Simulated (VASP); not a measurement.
Wanted: the native input for a VASP 6.6.1 run.

```yaml
Task: single point
Functional: PBEsol
Potentials_or_basis: VASP PAW PBE potentials, release 64 (Bi_d, Te, Se)
Cutoff: 520 eV
k_mesh: 6 × 6 × 6
Occupations: gaussian, width 0.01 eV
Spin: no spin polarisation
Dipole_correction: no
Further_INCAR_settings: ALGO = Normal; EDIFF = 1e-06; NBANDS = 32
```

The structure of Bi2Te2Se lies in POSCAR:

```
Bi2Te2Se
1.0
    2.1017343032      1.2134368328     10.2954080737
   -2.1017343032      1.2134368328     10.2954080737
    0.0000000000     -2.4268736656     10.2954080737
Bi Te Se
2 2 1
Direct
    0.6082790000      0.6082790000      0.6082790000
    0.3917210000      0.3917210000      0.3917210000
    0.2195950000      0.2195950000      0.2195950000
    0.7804050000      0.7804050000      0.7804050000
    0.0000000000      0.0000000000      0.0000000000
```

The input as run:

INCAR

```
SYSTEM = Bi2Te2Se
PREC = Accurate ; ENCUT = 520
EDIFF = 1E-6 ; ISMEAR = 0
SIGMA = 0.01 ; LREAL = .False.
LASPH = .True. ; NELM = 60
ALGO = Normal ; ISIF = 2
LWAVE = .False. ; LCHARG = .False.
GGA = PS ; NBANDS = 32
```

KPOINTS

```
Automatic mesh
0
Gamma
  6 6 6
  0 0 0
```

Potentials or basis: VASP PAW PBE potentials, release 64 (Bi_d, Te, Se).

Run with:

```bash
$ cat potpaw_PBE.64/Bi_d/POTCAR potpaw_PBE.64/Te/POTCAR potpaw_PBE.64/Se/POTCAR > POTCAR
$ mpirun -np 1 vasp_std > vasp.out
```

It gave:

* Pressure: 3.2 GPa
* Largest force: 0.747 eV/Å
* Band gap on the k mesh: 0.34 eV

Caveat: the cell stands under pressure; the PAW data sets were made with another functional, which shifts forces and pressure a little; spin-orbit coupling is left out, which moves the levels of the heavy elements.

It took 11 min on 1 thread of Intel(R) Xeon(R) Platinum 8259CL CPU @ 2.50GHz (Skylake/Cascade Lake) (shared host), peak memory 1 GiB.
